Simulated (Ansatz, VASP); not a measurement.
# Two plane-wave programs on Co

File INCAR:

```
SYSTEM = Co
  PREC = Accurate
  ENCUT = 520
  EDIFF = 1E-6
  ISMEAR = -1
  SIGMA = 0.1
  LREAL = .FALSE.
  LASPH = .TRUE.
  NELM = 60
  ALGO = Normal
  ISIF = 2
  LWAVE = .FALSE.
  LCHARG = .FALSE.
  GGA = PE
  NBANDS = 20
```

KPOINTS

```
Automatic mesh
0
G
  11 11 15
  0 0 0
```

The input POSCAR:

```
Co
1.0
    4.0111772276      0.0000000000      0.0000000000
   -2.0055886138      3.4737813782      0.0000000000
    0.0000000000      0.0000000000      2.4586829152
Co
3
Direct
    0.0000000000      0.0000000000      0.0000000000
    0.3333333333      0.6666666667      0.5000000000
    0.6666666667      0.3333333333      0.5000000000
```

Input for Ansatz:

```yaml
crystal:
  lattice:
    - [4.0111772276, 0.0, 0.0]
    - [-2.0055886138, 3.4737813782, 0.0]
    - [0.0, 0.0, 2.4586829152]
  atoms:
    - { symbol: Co, position: [0.0, 0.0, 0.0] }
    - { symbol: Co, position: [0.3333333333, 0.6666666667, 0.5] }
    - { symbol: Co, position: [0.6666666667, 0.3333333333, 0.5] }
hamiltonian:
  xc: pbe
  pseudopotentials:
    kind: paw
    azcp:
      Co: "pseudopotentials/Co.paw.azcp"
basis:
  ecutwfc: 420
  fft_grid_basis: typed
kpoints:
  mp_grid: { grid: [11, 11, 15], shift: [0, 0, 0] }
magnetization:
  spin_polarized: false
scf:
  occupations: { method: fermi_dirac, width: 0.1 }
  lower_state_search: "off"
output:
  stress: true
```

Alike in both runs: task single point; functional PBE; k mesh 11 × 11 × 15; occupations fermi-dirac, width 0.1 eV; no spin polarisation.

|  | VASP | Ansatz |
| --- | --- | --- |
| version | VASP 6.6.1 | Ansatz 0.2.0 |
| potentials or method | VASP PAW PBE potentials, release 64 (Co), cutoff 520 eV | plane waves (420 eV) with PAW, scalar-relativistic |
| valence electrons in the cell | 27 | 51 |

```tsv
	VASP	Ansatz	Ansatz less VASP
pressure (GPa)	-15.4	-15.3	+0.13
traceless stress, the component that is largest in VASP (GPa)	0.80	0.88	+0.081
```

VASP's potentials hold 27 valence electrons a cell and Ansatz's 51, so a difference there can come from the potentials and not from the codes.
